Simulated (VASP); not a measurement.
# BaTiO3 (Amm2) in VASP: single point with PBE

Aim: the single point of BaTiO3 with PBE.

Everything below comes from runs of VASP 6.6.1. Logs are shortened: lines on timing, memory, paths and dates and some standing lists are left out, and cuts for length are marked.

## Step 1: The cell of the first run

The structure is orthorhombic, space group Amm2 (No. 38). The conventional cell has a = 3.983 Å, b = 5.725 Å, c = 5.751 Å, α = 90.00°, β = 90.00°, γ = 90.00°. Within 3.7 Å of Ba (site symmetry mm2) lie 12 O at 2.79 to 2.96 Å and 8 Ti at 3.43 to 3.57 Å. Ti (site symmetry mm2) has 6 O at 1.87 to 2.19 Å within 2.5 Å. O (site symmetry m) has 2 Ti at 1.87 to 2.19 Å within 2.5 Å. O (site symmetry mm2) has 2 Ti at 2.00 Å within 2.6 Å.

## Step 2: Single point, PBE

The input, INCAR:

```
SYSTEM = BaTiO3
ALGO = Normal
EDIFF = 1E-6
ENCUT = 1340
GGA = PE
GGA_COMPAT = .FALSE.
ISIF = 2
ISMEAR = 0
LASPH = .TRUE.
LCHARG = .FALSE.
LREAL = .FALSE.
LWAVE = .FALSE.
NBANDS = 28
NELM = 120
PREC = Accurate
SIGMA = 0.1
```

The input, KPOINTS:

```
k-points
0
G
  4 4 4
  0 0 0
```

The input, POSCAR:

```
BaTiO3
1.0
    3.9833338700      0.0000000000      0.0000000000
    0.0000000000      2.8625951084      2.8753395310
    0.0000000000     -2.8625951084      2.8753395310
Ba Ti O
1 1 3
Direct
    0.0000000000      0.0034138500      0.0034138500
    0.5000000000      0.5185038200      0.5185038200
    0.5000000000      0.9784256700      0.4913519000
    0.5000000000      0.4913519000      0.9784256700
    0.0000000000      0.4882047600      0.4882047600
```

Potentials or basis: VASP PAW PBE potentials, release 64 (Ba_sv, Ti_sv, O_h).

Launch:

```bash
$ cat potpaw_PBE.64/Ba_sv/POTCAR potpaw_PBE.64/Ti_sv/POTCAR potpaw_PBE.64/O_h/POTCAR > POTCAR
$ mpirun -np 1 vasp_std > vasp.out
```

OUTCAR:

```text
SYSTEM = BaTiO3
   EDIFF = 1E-6
   ENCUT = 1340
   GGA = PE
   ISIF = 2
   ISMEAR = 0
   LASPH = .TRUE.
   LREAL = .FALSE.
   NELM = 120
   PREC = Accurate

 ion  position               nearest neighbor table
   1  0.000  0.003  0.003-   5 2.79   4 2.81   3 2.81   3 2.81   4 2.81   5 2.86   5 2.86   4 2.88
                             3 2.88   3 2.88   4 2.88   5 2.96   2 3.43   2 3.43   2 3.49   2 3.49
   2  0.500  0.519  0.519-   3 1.87   4 1.87   5 2.00   5 2.00   3 2.19   4 2.19   1 3.43   1 3.43
                             1 3.49   1 3.49   1 3.49   1 3.49   1 3.57   1 3.57
   3  0.500  0.978  0.491-   2 1.87   2 2.19   1 2.81   1 2.81   1 2.88   1 2.88
   4  0.500  0.491  0.978-   2 1.87   2 2.19   1 2.81   1 2.81   1 2.88   1 2.88
   5  0.000  0.488  0.488-   2 2.00   2 2.00   1 2.79   1 2.86   1 2.86   1 2.96

  LATTYP: Found a base centered orthorhombic cell.
 ALAT       =     5.7251902168
 B/A-ratio  =     1.0044520521
 C/A-ratio  =     0.6957557250

  Lattice vectors:

 A1 = (   0.0000000000,   2.8625951084,  -2.8753395310)
 A2 = (   0.0000000000,   2.8625951084,   2.8753395310)
 A3 = (   3.9833338700,   0.0000000000,   0.0000000000)

Analysis of symmetry for initial positions (statically):
=====================================================================
 Subroutine PRICEL returns:
 Original cell was already a primitive cell.

 Routine SETGRP: Setting up the symmetry group for a
 base centered orthorhombic supercell.

 Subroutine GETGRP returns: Found  4 space group operations
 (whereof  4 operations were pure point group operations)
 out of a pool of  8 trial point group operations.

The static configuration has the point symmetry C_2v.

Analysis of symmetry for dynamics (positions and initial velocities):
=====================================================================
 Subroutine PRICEL returns:
 Original cell was already a primitive cell.

 Routine SETGRP: Setting up the symmetry group for a
 base centered orthorhombic supercell.

 Subroutine GETGRP returns: Found  4 space group operations
 (whereof  4 operations were pure point group operations)
 out of a pool of  8 trial point group operations.

The dynamic configuration has the point symmetry C_2v.

 Subroutine INISYM returns: Found  4 space group operations
 (whereof  4 operations are pure point group operations),
 and found     1 'primitive' translations

----------------------------------------------------------------------------------------

                                     Primitive cell

  volume of cell :      65.5731

  direct lattice vectors                    reciprocal lattice vectors
     3.983333870  0.000000000  0.000000000     0.251045991  0.000000000  0.000000000
     0.000000000  2.862595108  2.875339531     0.000000000  0.174666686  0.173892507
     0.000000000 -2.862595108  2.875339531     0.000000000 -0.174666686  0.173892507

  length of vectors
     3.983333870  4.057342501  4.057342501     0.251045991  0.246469177  0.246469177

  position of ions in fractional coordinates (direct lattice)
     0.000000000  0.003413850  0.003413850
     0.500000000  0.518503820  0.518503820
     0.500000000  0.978425670  0.491351900
     0.500000000  0.491351900  0.978425670
     0.000000000  0.488204760  0.488204760

  ion indices of the primitive-cell ions
   primitive index   ion index
                 1           1
                 2           2
                 3           3
                 4           4
                 5           5

----------------------------------------------------------------------------------------

 KPOINTS: k-points

Automatic generation of k-mesh.
 Grid dimensions read from file:
 generate k-points for:    4    4    4

 Generating k-lattice:

  Cartesian coordinates                     Fractional coordinates (reciprocal lattice)
     0.062761498  0.000000000  0.000000000     0.250000000  0.000000000  0.000000000
     0.000000000  0.043666671  0.043473127     0.000000000  0.250000000 -0.000000000
     0.000000000 -0.043666671  0.043473127     0.000000000 -0.000000000  0.250000000

  Length of vectors
     0.062761498  0.061617294  0.061617294

  Shift w.r.t. Gamma in fractional coordinates (k-lattice)
     0.000000000  0.000000000  0.000000000

 Subroutine IBZKPT returns following result:
 ===========================================

 Found     21 irreducible k-points:

 Following reciprocal coordinates:
            Coordinates               Weight
  0.000000  0.000000  0.000000      1.000000
  0.250000  0.000000  0.000000      2.000000
  0.500000  0.000000  0.000000      1.000000
  0.000000  0.250000  0.000000      4.000000
  0.250000  0.250000  0.000000      8.000000
  0.500000  0.250000  0.000000      4.000000
[... 13 lines left out ...]
  0.250000  0.500000  0.500000      2.000000
  0.500000  0.500000  0.500000      1.000000
   k-points           NKPTS =     21   k-points in BZ     NKDIM =     21   number of bands    NBANDS=     28
   number of dos      NEDOS =    301   number of ions     NIONS =      5
   total plane-waves  NPLWV = 110592
   dimension x,y,z NGX =    48 NGY =   48 NGZ =   48
   dimension x,y,z NGXF=    96 NGYF=   96 NGZF=   96
   ions per type =               1   1   3
   NGX,Y,Z   is equivalent  to a cutoff of  20.03, 19.67, 19.67 a.u.
   NGXF,Y,Z  is equivalent  to a cutoff of  40.07, 39.34, 39.34 a.u.
 SYSTEM =  BaTiO3
   PREC   = accura    normal or accurate (medium, high low for compatibility)
   ISTART =      0    job   : 0-new  1-cont  2-samecut
   ICHARG =      2    charge: 1-file 2-atom 10-const
   ISPIN  =      1    spin polarized calculation?
   LNONCOLLINEAR =      F non collinear calculations
   LSORBIT =      F    spin-orbit coupling
   LASPH  =      T    aspherical Exc in radial PAW
   ENCUT  = 1340.0 eV  98.49 Ry    9.92 a.u.  11.89 12.11 12.11*2*pi/ulx,y,z
   NELM   =    120;   NELMIN=  2; NELMDL= -5     # of ELM steps
   EDIFF  = 0.1E-05   stopping-criterion for ELM
   LREAL  =      F    real-space projection
   EDIFFG = 0.1E-04   stopping-criterion for IOM
   NSW    =      0    number of steps for IOM
   IBRION =     -1    ionic relax: 0-MD 1-quasi-New 2-CG
   NFREE  =      0    steps in history (QN), initial steepest desc. (CG)
   ISIF   =      2    stress and relaxation
   ISYM   =      2    0-nonsym 1-usesym 2-fastsym
   POTIM  = 0.5000    time-step for ionic-motion
   TEBEG  =    0.0;   TEEND  =   0.0 temperature during run
   PSTRESS=    0.0 pullay stress
   NELECT =      40.0000    total number of electrons
   NUPDOWN=      -1.0000    fix difference up-down
   EMIN   =  10.00;   EMAX   =-10.00  energy-range for DOS
   EFERMI =   0.00;   METHOD = LEGACY
   ISMEAR =     0;   SIGMA  =   0.10  broadening in eV -4-tet -1-fermi 0-gaus
   EFERMI_NEDOS =   21; number of points for ismear=-14 and -15
   IALGO  =     38    algorithm
   IMIX   =      4    mixing-type and parameters
     AMIX     =   0.40;   BMIX     =  1.00
     AMIX_MAG =   1.60;   BMIX_MAG =  1.00
  volume/ion in A,a.u.               =      13.11        88.50
  Fermi-wavevector in a.u.,A,eV,Ry     =   1.388416  2.623726 26.227933  1.927699
  Thomas-Fermi vector in A             =   2.512544
   LORBIT       =      0    0 simple, 1 ext, 2 COOP (PROOUT), +10 PAW based schemes
   GGA     = PE    functional components
   LHFCALC =     F    Hartree Fock is set to
   AEXX    =    0.0000 exact exchange contribution
   IVDW    =     0    specifies the selected vdW correction
   LEPSILON=     F    determine dielectric tensor
   LRPA    =     F    only Hartree local field effects (RPA)
 non-spin polarized calculation
 Gauss-broadening in eV      SIGMA  =   0.10
  energy-cutoff  :     1340.00
  volume of cell :       65.57
 maximum number of plane-waves:      7318
 NGX is ok and might be reduce to    48
   NGX = 23   NGY = 25   NGZ = 25

 number of electron      40.0000000 magnetization

 Free energy of the ion-electron system (eV)
  ---------------------------------------------------
  ext. energy  EPLUGINS =         0.00000000
  ---------------------------------------------------
  free energy    TOTEN  =       -40.05951627 eV

  energy without entropy =      -40.05951627  energy(sigma->0) =      -40.05951627

 E-fermi :   4.6445     XC(G=0): -11.1275

 val. band max:        4.0097648771   @ k =   0.5000   0.5000   0.5000
 cond. band min:       6.1620838594   @ k =   0.0000   0.0000   0.0000
 fundamental gap:      2.1523189823
 Fermi energy:         4.6445449150

 k-point     1 :       0.0000    0.0000    0.0000
  band No.  band energies     occupation
      1     -52.4335      2.00000
      2     -28.6926      2.00000
      3     -28.6910      2.00000
      4     -28.6382      2.00000
      5     -20.8967      2.00000
      6     -12.8217      2.00000
[... 20 lines left out ...]
     27       9.1236      0.00000
     28      11.1005      0.00000

 k-point     2 :       0.2500    0.0000    0.0000
  band No.  band energies     occupation
      1     -52.4329      2.00000
      2     -28.6916      2.00000
      3     -28.6900      2.00000
      4     -28.6656      2.00000
      5     -20.8399      2.00000
      6     -12.8819      2.00000
[... 20 lines left out ...]
     27      10.1125      0.00000
     28      12.2388      0.00000

 k-point     3 :       0.5000    0.0000    0.0000
  band No.  band energies     occupation
      1     -52.4324      2.00000
      2     -28.6927      2.00000
      3     -28.6904      2.00000
      4     -28.6889      2.00000
      5     -20.7816      2.00000
      6     -13.0223      2.00000
[... 20 lines left out ...]
     27      11.5229      0.00000
     28      12.0993      0.00000

 k-point     4 :       0.0000    0.2500    0.0000
  band No.  band energies     occupation
      1     -52.4330      2.00000
      2     -28.7141      2.00000
      3     -28.6909      2.00000
      4     -28.6374      2.00000
      5     -20.8469      2.00000
      6     -12.8776      2.00000
[... 485 lines left out ...]
     27      11.8963      0.00000
     28      13.6880      0.00000

 k-point    20 :       0.2500    0.5000    0.5000
  band No.  band energies     occupation
      1     -52.4313      2.00000
      2     -28.7325      2.00000
      3     -28.7312      2.00000
      4     -28.6614      2.00000
      5     -20.6965      2.00000
      6     -12.1666      2.00000
[... 20 lines left out ...]
     27      12.0032      0.00000
     28      12.2795      0.00000

 k-point    21 :       0.5000    0.5000    0.5000
  band No.  band energies     occupation
      1     -52.4308      2.00000
      2     -28.7312      2.00000
      3     -28.7299      2.00000
      4     -28.6877      2.00000
      5     -20.6619      2.00000
      6     -12.0044      2.00000
[... 20 lines left out ...]
     27      11.7901      0.00000
     28      11.8581      0.00000

------------------------ aborting loop because EDIFF is reached ----------------------------------------

  FORCE on cell =-STRESS in cart. coord.  units (eV):
  Direction    XX          YY          ZZ          XY          YZ          ZX
  --------------------------------------------------------------------------------------
  -------------------------------------------------------------------------------------
  Total        1.1426182      1.1321737      1.0932941      0.0000000      0.0000000      0.0000000
  in kB       27.9181054     27.6629108     26.7129482      0.0000000      0.0000000      0.0000000
  external PRESSURE =      27.4313215 kB  Pullay stress =       0.0000000 kB

 VOLUME and BASIS-vectors are now :
 -----------------------------------------------------------------------------
  energy-cutoff  :     1340.00
  volume of cell :       65.57
      direct lattice vectors                 reciprocal lattice vectors
     3.983333870  0.000000000  0.000000000     0.251045991  0.000000000  0.000000000
     0.000000000  2.862595108  2.875339531     0.000000000  0.174666686  0.173892507
     0.000000000 -2.862595108  2.875339531     0.000000000 -0.174666686  0.173892507

 POSITION                                       TOTAL-FORCE (eV/Angst)
 -----------------------------------------------------------------------------------
      0.00000      0.00000      0.01963         0.000000      0.000000      0.016388
      1.99167      0.00000      2.98175         0.000000      0.000000      0.155781
      1.99167      1.39429      4.22611         0.000000      0.018763     -0.052835
      1.99167     -1.39429      4.22611         0.000000     -0.018763     -0.052835
      0.00000      0.00000      2.80751         0.000000      0.000000     -0.066498
 -----------------------------------------------------------------------------------
    total drift:                                0.000000     -0.000000     -0.000367

  FREE ENERGIE OF THE ION-ELECTRON SYSTEM (eV)
  ---------------------------------------------------
  free  energy   TOTEN  =       -40.0595162710 eV

  energy  without entropy=      -40.0595162710  energy(sigma->0) =      -40.05951627
```

It took 2.2 min on 1 thread of Intel Xeon Platinum 8375C at 2.90GHz (Ice Lake), shared host; peak memory 0.43 GiB.

What came out:

```yaml
Free_energy: -40.0595 eV
Pressure: 2.7 GPa
Largest_force: 0.156 eV/Å
Band_gap_on_the_k_mesh: 2.15 eV (least direct gap 2.57 eV)
```

Forces in eV/Å, atoms in the order of the input:
```
Ba   0.000  0.000  0.016
Ti   0.000  0.000  0.156
O    0.000  0.019 -0.053
O    0.000 -0.019 -0.053
O    0.000  0.000 -0.066
```

Stress tensor (GPa, compression positive):
```
2.79 0.00 0.00
0.00 2.77 0.00
0.00 0.00 2.67
```

Levels at points of the mesh, in eV from the valence-band top:
```
           k point  band 18  band 19  band 20  band 21  band 22  band 23
(0.00, 0.00, 0.00)    -0.52    -0.50    -0.42     2.15     2.34     2.42
(0.50, 0.00, 0.00)    -1.56    -1.15    -1.03     2.52     3.60     3.76
(0.00, 0.50, 0.00)    -1.68    -0.94    -0.79     2.36     3.65     3.67
(0.50, 0.50, 0.00)    -0.95    -0.92    -0.08     3.69     3.71     4.04
(0.00, 0.50, 0.50)    -0.93    -0.86    -0.25     3.65     3.69     3.97
(0.50, 0.50, 0.50)    -0.17    -0.02     0.00     4.18     4.22     4.32
```

Caveat: spin-orbit coupling is left out, which moves the levels of the heavy elements.
